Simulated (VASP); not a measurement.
Wanted: the native input for a VASP 6.6.1 run.

- Task: electric field gradients
- Functional: LDA
- Potentials or basis: VASP PAW LDA potentials, release 64 (Zn, Se)
- Cutoff: 520 eV
- k mesh: 8 × 8 × 8
- Occupations: fermi-dirac, width 0.03 eV
- Spin: no spin polarisation
- Dipole correction: no
- Further INCAR settings: ALGO = Normal; EDIFF = 1e-08; NBANDS = 16

The structure of ZnSe lies in POSCAR:

```
ZnSe
1.0
    0.0000000000      2.7759511149      2.7759511149
    2.7759511149      0.0000000000      2.7759511149
    2.7759511149      2.7759511149      0.0000000000
Zn Se
1 1
Direct
    0.0000000000      0.0000000000      0.0000000000
    0.7500000000      0.7500000000      0.7500000000
```

This cell differs from its parent crystal: volume scaled by 0.94.

These files were run (other wordings do the same):

INCAR

```
PREC = Accurate ; ENCUT = 520
EDIFF = 1E-8 ; ISMEAR = -1
SIGMA = 0.03 ; LREAL = F
LASPH = T ; NELM = 80
ALGO = Normal ; ISIF = 2
LWAVE = F ; LCHARG = F
LEFG = T ; NBANDS = 16
```

KPOINTS

```
regular mesh
0
Gamma
  8 8 8
```

Potentials or basis: VASP PAW LDA potentials, release 64 (Zn, Se).

Run with:

```console
$ cat potpaw_LDA.64/Zn/POTCAR potpaw_LDA.64/Se/POTCAR > POTCAR
$ mpirun -np 1 vasp_std > vasp.out
```

Results of the run:

```json
{
  "Pressure": "1.0 GPa",
  "Band gap on the k mesh": "1.33 eV, direct"
}
```

Caveat: without QUAD_EFG the Cq values of the log hold for a quadrupole moment of 1 mb, not for the nuclei.

It took 20 s on 1 thread of Intel(R) Xeon(R) Platinum 8259CL CPU @ 2.50GHz (Skylake/Cascade Lake), with other jobs on the host, peak memory 0.15 GiB.
